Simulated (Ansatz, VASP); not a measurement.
# One calculation of Ta, two programs

The input INCAR:

```
ALGO = Normal
EDIFF = 1E-8
ENCUT = 400
GGA = PE
GGA_COMPAT = False
ISIF = 2
ISMEAR = -1
LASPH = True
LCHARG = False
LEFG = True
LREAL = False
LWAVE = False
NBANDS = 12
NELM = 120
PREC = Accurate
SIGMA = 0.05
```

The input KPOINTS:

```
k-points
0
Gamma
  15 15 15
```

File POSCAR:

```
Ta
1.0
   -1.6347672000      1.6347672000      1.6512800000
    1.6347672000     -1.6347672000      1.6512800000
    1.6347672000      1.6347672000     -1.6512800000
Ta
1
Direct
    0.0000000000      0.0000000000      0.0000000000
```

Input for Ansatz:

```yaml
crystal:
  lattice:
    - [-1.6347672, 1.6347672, 1.65128]
    - [1.6347672, -1.6347672, 1.65128]
    - [1.6347672, 1.6347672, -1.65128]
  atoms:
    - { symbol: Ta, position: [0.0, 0.0, 0.0] }
kpoints:
  mp_grid: { grid: [15, 15, 15] }
scf:
  occupations: { method: fermi_dirac, width: 0.05 }
hamiltonian:
  xc: pbe
  pseudopotentials: { kind: all_electron, datasets: crystal }
output:
  forces: true
  stress: true
  eigenvalues: true
  efg: { contact_densities: true }
```

Change from the starting cell: x and y stretched by -1 %, z held, crystal datasets.

Alike in both runs: task electric field gradients; functional PBE; k mesh 15 × 15 × 15; occupations fermi-dirac, width 0.05 eV; no spin polarisation.

|  | VASP | Ansatz |
| --- | --- | --- |
| version | VASP 6.6.1 | Ansatz 0.2.0 |
| potentials or method | VASP PAW PBE potentials, release 64 (Ta_pv), cutoff 400 eV | all-electron PAW with datasets made for the crystal, scalar-relativistic |

|  | VASP | Ansatz | Ansatz less VASP |
| --- | --- | --- | --- |
| pressure (GPa) | 7.3 | 7.1 | -0.23 |
| traceless stress, the component that is largest in VASP (GPa) | -0.87 | -0.88 | -0.006 |
| size of Vzz on the site where it differs most (V/Å²) | 6.9 | 7.4 | +0.48 |

Ansatz ran all-electron here, and VASP with PAW potentials.

Neither program's run includes spin-orbit coupling.
